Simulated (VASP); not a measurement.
ZnCd2Te2S:

```
Zn Cd Te S
1.0
     3.65182    0.00000    0.00000
     0.00000    4.18641    0.00000
     0.00000    0.00000   10.61849
Zn Cd Te S
1 2 2 1
Direct
  0.50000 0.50000 0.13248
  0.50000 0.50000 0.82839
  0.50000 0.00000 0.46771
  0.00000 0.00000 0.02230
  0.00000 0.50000 0.34841
  0.50000 0.00000 0.70071
```

The cell was generated, and may not be a known phase.

| Property | Result |
| --- | --- |
| Program | VASP 6.6.1 |
| Task | relaxation of cell and atoms |
| Functional | PBE |
| Potentials or basis | VASP PAW PBE potentials, release 64 (Zn, Cd, Te, S) |
| Cutoff | 600 eV |
| k mesh | 6 × 4 × 2 |
| Occupations | gaussian, width 0.1 eV |
| Spin | no spin polarisation |

At the start: pressure 0.0 GPa; volume 27.06 Å³/atom.

**Question.** How do energy, volume and symmetry change on relaxing?

**Answer.** Over 10 steps the energy falls by 6.2 meV/atom and the volume is 27.04 Å³/atom (-0.1 %); space group Pmm2 (No. 25, to 0.1 Å) before and after.

The path:
```
step  energy change (eV)  largest force (eV/Å)  pressure (GPa)  volume (Å³)
   1              0.0000                0.1921            0.01       162.34
   2             -0.0169                0.1528            0.05       162.37
   3             -0.0295                0.2016            0.19       162.39
   4             -0.0336                0.1089           -0.19       163.44
   5             -0.0337                0.0909           -0.25       163.67
   6             -0.0363                0.0491           -0.04       162.68
   7             -0.0367                0.0493            0.08       162.12
   8             -0.0372                0.0408           -0.02       162.35
   9             -0.0372                0.0465           -0.03       162.38
  10             -0.0374                0.0157            0.01       162.23
```

Final structure:
```
CELL_PARAMETERS angstrom
3.75616 0.00000 0.00000
0.00000 4.11375 0.00000
0.00000 0.00000 10.49915
ATOMIC_POSITIONS crystal
Zn 0.50000 0.50000 0.12827
Cd 0.50000 0.50000 0.83489
Cd 0.50000 0.00000 0.46477
Te 0.00000 0.00000 0.02420
Te 0.00000 0.50000 0.34739
S 0.50000 0.00000 0.70048
```

Caveat: the k points lie up to 0.38 Å⁻¹ apart in the final cell, too coarse for converged energies and pressures of a metal.
